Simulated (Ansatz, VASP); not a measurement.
# CdCo3B in VASP and in Ansatz

The input INCAR:

```
SYSTEM = CdCo3B
PREC = Accurate
ENCUT = 520
EDIFF = 1E-6
ISMEAR = 0
SIGMA = 0.1
LREAL = .FALSE.
LASPH = .TRUE.
NELM = 150
ALGO = Normal
ISIF = 2
LWAVE = .FALSE.
LCHARG = .FALSE.
ISPIN = 2
MAGMOM = 0 0 3.5 3.5 3.5
LORBIT = 11
LMAXMIX = 4
GGA = PE
NBANDS = 33
```

KPOINTS

```
Automatic mesh
0
G
  10 10 10
  0 0 0
```

The input POSCAR:

```
CdCo3B
1.0
    3.8875643758      0.0000000000      0.0000000000
    0.0000000000      3.8875643758      0.0000000000
    0.0000000000      0.0000000000      3.8875643758
Cd B Co
1 1 3
Direct
    0.0000000000      0.0000000000      0.0000000000
    0.5000000000      0.5000000000      0.5000000000
    0.5000000000      0.5000000000      0.0000000000
    0.5000000000      0.0000000000      0.5000000000
    0.0000000000      0.5000000000      0.5000000000
```

Input for Ansatz:

```yaml
crystal:
  lattice:
    - [3.8875643758, 0.0, 0.0]
    - [0.0, 3.8875643758, 0.0]
    - [0.0, 0.0, 3.8875643758]
  atoms:
    - { symbol: Cd, position: [0.0, 0.0, 0.0] }
    - { symbol: B, position: [0.5, 0.5, 0.5] }
    - { symbol: Co, position: [0.5, 0.5, 0.0], spin: 3.5 }
    - { symbol: Co, position: [0.5, 0.0, 0.5], spin: 3.5 }
    - { symbol: Co, position: [0.0, 0.5, 0.5], spin: 3.5 }
basis:
  ecutwfc: 420
kpoints:
  mp_grid: { grid: [10, 10, 10] }
hamiltonian:
  xc: pbe
scf:
  occupations: { method: gaussian, width: 0.1 }
  lower_state_search: "off"
output:
  forces: true
  stress: true
  eigenvalues: true
  populations: true
magnetization:
  spin_polarized: true
```

Alike in both runs: task single point; functional PBE; k mesh 10 × 10 × 10; occupations gaussian, width 0.1 eV; collinear spin.

|  | VASP | Ansatz |
| --- | --- | --- |
| version | VASP 6.6.1 | Ansatz 0.2.0 |
| potentials or method | VASP PAW PBE potentials, release 64 (Cd, B, Co), cutoff 520 eV | scalar-relativistic, plane waves, PAW |
| valence electrons in the cell | 42 | 74 |

VASP gave:

| Property | Result |
| --- | --- |
| gap on the k mesh at the Fermi level (eV) | none |
| pressure (GPa) | 0.5 |
| net moment per atom (μB) | 0.42 |
| size of the moment on the site where the two differ most (μB) | 0.77 |

Question: Which values does Ansatz return?

Answer: gap on the k mesh at the Fermi level (eV): none; pressure (GPa): 0.0; net moment per atom (μB): 0.42; size of the moment on the site where the two differ most (μB): 0.75.

Site moments also hang on the region over which each program counts them. A gap of «none» marks a metal or a gap that the smearing closes. VASP's potentials hold 42 valence electrons a cell and Ansatz's 74, so a difference there can come from the potentials and not from the codes.
